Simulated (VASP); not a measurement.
# Cd (P6_3/mmc) in VASP: a series of runs, part 2 of 2

VASP 6.6.1. The steps go on from the part before.

**3. Single point, BLYP**

Contents of INCAR:

```
SYSTEM = Cd
PREC     = Accurate       ! precision mode
ENCUT    = 520            ! plane-wave cutoff, eV
EDIFF    = 1E-6           ! SCF threshold, eV
ISMEAR   = -1             ! smearing method
SIGMA    = 0.1            ! smearing width, eV
LREAL    = .False.        ! projectors in reciprocal space
LASPH    = .True.         ! aspherical terms in the spheres
NELM     = 60             ! most SCF steps
ALGO     = Normal         ! electronic algorithm
ISIF     = 2              ! what is computed and relaxed
LWAVE    = .False.        ! write WAVECAR
LCHARG   = .False.        ! write CHGCAR
GGA      = B5             ! functional
ALDAX    = 1.0          
AGGAX    = 1.0          
AGGAC    = 1.0          
ALDAC    = 0.0          
NBANDS   = 19             ! bands
```

Contents of KPOINTS:

```
Automatic mesh
0
Gamma
  6 6 3
  0 0 0
```

Contents of POSCAR:

```
Cd
1.0
    3.0972784556      0.0000000000      0.0000000000
   -1.5486392278      2.6823218251      0.0000000000
    0.0000000000      0.0000000000      6.4200637829
Cd
2
Direct
    0.3333333333      0.6666666667      0.2500000000
    0.6666666667      0.3333333333      0.7500000000
```

Potentials or basis: VASP PAW PBE potentials, release 64 (Cd).

Command:

```
> cat potpaw_PBE.64/Cd/POTCAR > POTCAR
> mpirun -np 1 vasp_std > vasp.out
```

OUTCAR:

```text
SYSTEM = Cd
   PREC = Accurate
   ENCUT = 520
   EDIFF = 1E-6
   ISMEAR = -1
   LREAL = .False.
   LASPH = .True.
   NELM = 60
   ISIF = 2
   GGA = B5

 ion  position               nearest neighbor table
   1  0.333  0.667  0.250-   2 3.67   2 3.67   2 3.67   2 3.67   2 3.67   2 3.67
   2  0.667  0.333  0.750-   1 3.67   1 3.67   1 3.67   1 3.67   1 3.67   1 3.67

  LATTYP: Found a hexagonal cell.
 ALAT       =     3.0972784556
 C/A-ratio  =     2.0728080716

  Lattice vectors:

 A1 = (   3.0972784556,   0.0000000000,   0.0000000000)
 A2 = (  -1.5486392278,   2.6823218251,   0.0000000000)
 A3 = (   0.0000000000,   0.0000000000,   6.4200637829)

Analysis of symmetry for initial positions (statically):
=====================================================================
 Subroutine PRICEL returns:
 Original cell was already a primitive cell.

 Routine SETGRP: Setting up the symmetry group for a
 hexagonal supercell.

 Subroutine GETGRP returns: Found 24 space group operations
 (whereof 12 operations were pure point group operations)
 out of a pool of 24 trial point group operations.

The static configuration has the point symmetry D_3d.
 The point group associated with its full space group is D_6h.

Analysis of symmetry for dynamics (positions and initial velocities):
=====================================================================
 Subroutine PRICEL returns:
 Original cell was already a primitive cell.

 Routine SETGRP: Setting up the symmetry group for a
 hexagonal supercell.

 Subroutine GETGRP returns: Found 24 space group operations
 (whereof 12 operations were pure point group operations)
 out of a pool of 24 trial point group operations.

The dynamic configuration has the point symmetry D_3d.
 The point group associated with its full space group is D_6h.

[... 99 lines left out ...]
   NUPDOWN=      -1.0000    fix difference up-down
   EMIN   =  10.00;   EMAX   =-10.00  energy-range for DOS
   EFERMI =   0.00;   METHOD = LEGACY
   ISMEAR =    -1;   SIGMA  =   0.10  broadening in eV -4-tet -1-fermi 0-gaus
   EFERMI_NEDOS =   21; number of points for ismear=-14 and -15
   IALGO  =     38    algorithm
   IMIX   =      4    mixing-type and parameters
     AMIX     =   0.40;   BMIX     =  1.00
     AMIX_MAG =   1.60;   BMIX_MAG =  1.00
  volume/ion in A,a.u.               =      26.67       179.97
  Fermi-wavevector in a.u.,A,eV,Ry     =   1.254494  2.370649 21.412223  1.573754
  Thomas-Fermi vector in A             =   2.388296
   LORBIT       =      0    0 simple, 1 ext, 2 COOP (PROOUT), +10 PAW based schemes
   GGA     = B5    functional components
   LHFCALC =     F    Hartree Fock is set to
   AEXX    =    0.0000 exact exchange contribution
   IVDW    =     0    specifies the selected vdW correction
   LEPSILON=     F    determine dielectric tensor
   LRPA    =     F    only Hartree local field effects (RPA)
 non-spin polarized calculation
  energy-cutoff  :      520.00
  volume of cell :       53.34
 maximum number of plane-waves:      1444
 NGX is ok and might be reduce to    24
   NGX = 11   NGY = 11   NGZ = 23

 number of electron      24.0000008 magnetization

 Free energy of the ion-electron system (eV)
  ---------------------------------------------------
  ext. energy  EPLUGINS =         0.00000000
  ---------------------------------------------------
  free energy    TOTEN  =        -0.30274752 eV

  energy without entropy =       -0.26230575  energy(sigma->0) =       -0.28252664

 E-fermi :   2.2397     XC(G=0):  -9.3702

 val. band max:        2.1759710123   @ k =   0.3333   0.1667   0.0000
 cond. band min:       2.3301294749   @ k =   0.5000   0.0000   0.3333
 fundamental gap:      0.1541584626
 Fermi energy:         2.2397438651

 k-point     1 :       0.0000    0.0000    0.0000
  band No.  band energies     occupation
      1      -7.2818      2.00000
      2      -7.2104      2.00000
      3      -6.8807      2.00000
      4      -6.8807      2.00000
      5      -6.8632      2.00000
      6      -6.8632      2.00000
[... 285 lines left out ...]
      6      -6.6946      2.00000
[... 11 lines left out ...]
     18       9.1376      0.00000
     19      11.1879      0.00000

------------------------ aborting loop because EDIFF is reached ----------------------------------------

  FORCE on cell =-STRESS in cart. coord.  units (eV):
  Direction    XX          YY          ZZ          XY          YZ          ZX
  --------------------------------------------------------------------------------------
  -------------------------------------------------------------------------------------
  Total       -0.0057895     -0.0057895      0.4906127     -0.0000000      0.0000000      0.0000000
  in kB       -0.1739077     -0.1739077     14.7373326     -0.0000000      0.0000000      0.0000000
  external PRESSURE =       4.7965057 kB  Pullay stress =       0.0000000 kB

 VOLUME and BASIS-vectors are now :
 -----------------------------------------------------------------------------
  energy-cutoff  :      520.00
  volume of cell :       53.34
      direct lattice vectors                 reciprocal lattice vectors
     3.097278456  0.000000000  0.000000000     0.322864093  0.186405671  0.000000000
    -1.548639228  2.682321825  0.000000000     0.000000000  0.372811342  0.000000000
     0.000000000  0.000000000  6.420063783     0.000000000  0.000000000  0.155761692

 POSITION                                       TOTAL-FORCE (eV/Angst)
 -----------------------------------------------------------------------------------
     -0.00000      1.78821      1.60502        -0.000000      0.000000      0.000000
      1.54864      0.89411      4.81505         0.000000     -0.000000      0.000000
 -----------------------------------------------------------------------------------
    total drift:                               -0.000000      0.000000      0.000000

  FREE ENERGIE OF THE ION-ELECTRON SYSTEM (eV)
  ---------------------------------------------------
  free  energy   TOTEN  =        -0.3027475223 eV

  energy  without entropy=       -0.2623057541  energy(sigma->0) =       -0.28252664
```

OSZICAR:

```text
N       E                     dE             d eps       ncg     rms          rms(c)
DAV:   1     0.173672833672E+03    0.17367E+03   -0.12604E+04   532   0.122E+03
DAV:   2     0.381616335802E+01   -0.16986E+03   -0.16403E+03   550   0.326E+02
DAV:   3    -0.403511932494E+00   -0.42197E+01   -0.42105E+01   613   0.580E+01
DAV:   4    -0.412088818732E+00   -0.85769E-02   -0.85762E-02   623   0.251E+00
DAV:   5    -0.412124377858E+00   -0.35559E-04   -0.35559E-04   579   0.147E-01    0.251E+00
DAV:   6    -0.309214062918E+00    0.10291E+00   -0.27370E-01   588   0.563E+00    0.204E+00
DAV:   7    -0.303471876453E+00    0.57422E-02   -0.15441E-02   590   0.101E+00    0.127E+00
DAV:   8    -0.302651570359E+00    0.82031E-03   -0.31471E-03   562   0.540E-01    0.520E-02
DAV:   9    -0.302713577114E+00   -0.62007E-04   -0.10484E-04   586   0.918E-02    0.306E-02
DAV:  10    -0.302747737141E+00   -0.34160E-04   -0.49199E-05   562   0.555E-02    0.504E-03
DAV:  11    -0.302747522270E+00    0.21487E-06   -0.20627E-07   390   0.485E-03
   1 F= -.30274752E+00 E0= -.28252664E+00  d E =-.404418E-01
```

stdout:

```text
POSCAR found type information on POSCAR Cd
 POSCAR found :  1 types and       2 ions
 scaLAPACK will be used
 -----------------------------------------------------------------------------
|                                                                             |
|                                                                             |
|     You enforced a specific xc type in the INCAR file but a different       |
|     I HOPE YOU KNOW WHAT YOU ARE DOING!                                     |
|                                                                             |
 -----------------------------------------------------------------------------

 LDA part: xc-table for (Slater(with rela. corr.)+VWN5), standard interpolation
 POSCAR, INCAR and KPOINTS ok, starting setup
 FFT: planning ... GRIDC
 FFT: planning ... GRID_SOFT
 FFT: planning ... GRID
 WAVECAR not read
 entering main loop
```

Run time: 37 s. Hardware: 1 thread of Intel Xeon 8259CL, shared host; peak memory 0.16 GiB.

Results:

```
Free energy            : -0.3027 eV
Pressure               : 0.5 GPa
Band gap on the k mesh : zero (band 12 reaches 2.80 eV, above the bottom of band 13 at -0.13 eV)
```

Stress tensor (GPa, compression positive):
```
-0.02  0.00  0.00
 0.00 -0.02  0.00
 0.00  0.00  1.47
```

Levels at points of the mesh, in eV from the Fermi level:
| k point | band 10 | band 11 | band 12 | band 13 | band 14 | band 15 |
| --- | --- | --- | --- | --- | --- | --- |
| (0.00, 0.00, 0.00) | -8.58 | -7.65 | -4.18 | -2.37 | 7.03 | 11.11 |
| (0.50, 0.00, 0.00) | -8.30 | -1.63 | -1.55 | 1.00 | 1.53 | 2.87 |

Caveat: the k points lie up to 0.39 Å⁻¹ apart; the PAW data sets were made with another functional, which shifts forces and pressure a little.
